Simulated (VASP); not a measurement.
**I: single point with PBE**

I:

```
I
1.0
     4.59261    2.65155    7.83225
    -4.59261    2.65155    7.83225
     0.00000   -5.30309    7.83225
I
12
Cartesian
  -2.9550 1.7061 5.2789
  0.0000 -3.4121 5.2789
  2.9550 1.7061 5.2789
  2.9550 -1.7061 18.2179
  -2.9550 -1.7061 18.2179
  0.0000 3.4121 18.2179
  -1.8803 1.0856 8.4037
  0.0000 -2.1712 8.4037
  1.8803 1.0856 8.4037
  1.8803 -1.0856 15.0931
  -1.8803 -1.0856 15.0931
  0.0000 2.1712 15.0931
```

* Program: VASP 6.6.1
* Task: single point
* Functional: PBE
* Potentials or basis: VASP PAW PBE potentials, release 64 (I)
* Cutoff: 520 eV
* k mesh: 3 × 3 × 3
* Occupations: gaussian, width 0.1 eV
* Spin: no spin polarisation

```
Pressure               : 2.3 GPa
Largest force          : 1.349 eV/Å
Band gap on the k mesh : zero (bands 42 and 43 overlap by 0.31 eV)
```

Forces in eV/Å, atoms in the order of the input:
```
I    0.881 -0.509 -0.887
I    0.000  1.017 -0.887
I   -0.881 -0.509 -0.887
I   -0.881  0.509  0.887
I    0.881  0.509  0.887
I    0.000 -1.017  0.887
I    0.765 -0.442  0.025
I    0.000  0.884  0.025
I   -0.765 -0.442  0.025
I   -0.765  0.442 -0.025
I    0.765  0.442 -0.025
I    0.000 -0.884 -0.025
```

Stress tensor (GPa, compression positive):
```
2.62 0.00 0.00
0.00 2.62 0.00
0.00 0.00 1.79
```

Levels at points of the mesh, in eV from the Fermi level:
| k point | band 38 | band 39 | band 40 | band 41 | band 42 | band 43 | band 44 | band 45 | band 46 | band 47 |
| --- | --- | --- | --- | --- | --- | --- | --- | --- | --- | --- |
| (0.00, 0.00, 0.00) | -0.67 | -0.62 | -0.62 | -0.62 | -0.27 | -0.27 | 0.62 | 0.62 | 0.86 | 0.86 |

It took 3.1 min on 1 thread of Intel(R) Xeon(R) 6975P-C (Granite Rapids) (shared host), peak memory 0.68 GiB.

Caveat: spin-orbit coupling is left out, which moves the levels of the heavy elements; forces of over 1 eV/Å act on the atoms, so gaps and moduli don't describe the material at rest.
